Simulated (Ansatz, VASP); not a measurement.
# Two plane-wave programs on TiCo3

```
Ti Co
1.0
     3.52825    0.00000    0.00000
     0.00000    3.52825    0.00000
     0.00000    0.00000    3.52825
Ti Co
1 3
Direct
  0.00000 0.00000 0.00000
  0.00000 0.50000 0.50000
  0.50000 0.00000 0.50000
  0.50000 0.50000 0.00000
```

Alike in both runs: functional PBEsol; k mesh 12 × 12 × 12; occupations gaussian, width 0.1 eV; collinear spin.

Ansatz relaxed the structure, and its values are those at the end. VASP's run is a single point on that final structure, the one shown.

```csv
,VASP,Ansatz
version,VASP 6.6.1,Ansatz 0.2.0
potentials or method,"VASP PAW PBE potentials, release 64 (Ti_sv, Co), cutoff 520 eV","scalar-relativistic, plane waves, PAW"
valence electrons in the cell,39,63
```

|  | VASP | Ansatz | Ansatz less VASP |
| --- | --- | --- | --- |
| gap on the k mesh at the Fermi level (eV) | none | none | - |
| pressure (GPa) | -0.7 | 0.0 | +0.67 |
| net moment per atom (μB) | 0.17 | 0.17 | +0.002 |
| size of the moment on the site where the two differ most (μB) | 0.26 | 0.27 | +0.009 |

VASP's potentials were made for PBE, not for PBEsol. Site moments also hang on the region over which each program counts them. A gap of «none» marks a metal or a gap that the smearing closes. VASP's potentials hold 39 valence electrons a cell and Ansatz's 63, so a difference there can come from the potentials and not from the codes.
